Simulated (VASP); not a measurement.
Input of a VASP 6.6.1 run:

INCAR

```
SYSTEM = BN
  PREC = Accurate
  ENCUT = 600
  EDIFF = 1E-6
  ISMEAR = -1
  SIGMA = 0.01
  LREAL = .FALSE.
  LASPH = .TRUE.
  NELM = 120
  ALGO = Normal
  ISIF = 2
  LWAVE = .FALSE.
  LCHARG = .TRUE.
  GGA = PE
  LELF = .TRUE.
  LVHAR = .TRUE.
  NBANDS = 16
  GGA_COMPAT = .FALSE.
```

Contents of KPOINTS:

```
regular mesh
0
G
  7 7 3
  0 0 0
```

The input POSCAR:

```
BN
1.0
    2.4982400000      0.0000000000      0.0000000000
   -1.2491200000      2.1635390000      0.0000000000
    0.0000000000      0.0000000000      6.6357000000
B N
2 2
Direct
    0.3333333333      0.6666666667      0.2500000000
    0.6666666667      0.3333333333      0.7500000000
    0.3333333333      0.6666666667      0.7500000000
    0.6666666667      0.3333333333      0.2500000000
```

Potentials or basis: VASP PAW PBE potentials, release 64 (B, N).

Command:

```console
$ cat potpaw_PBE.64/B/POTCAR potpaw_PBE.64/N/POTCAR > POTCAR
$ mpirun -np 1 vasp_std > vasp.out
```

Task: What does it give for the pressure?

Result: 5.0 GPa.

Task: What does it give for the band gap on the k mesh?

Result: 4.49 eV, indirect (least direct gap 4.70 eV).

Stress tensor (GPa, compression positive):
```
6.10 0.00 0.00
0.00 6.10 0.00
0.00 0.00 2.75
```

Caveat: this functional lacks dispersion, which binds the layers, so the pressure and a relaxed spacing across them are unreliable. As with any semilocal functional, this PBE gap is likely too small.
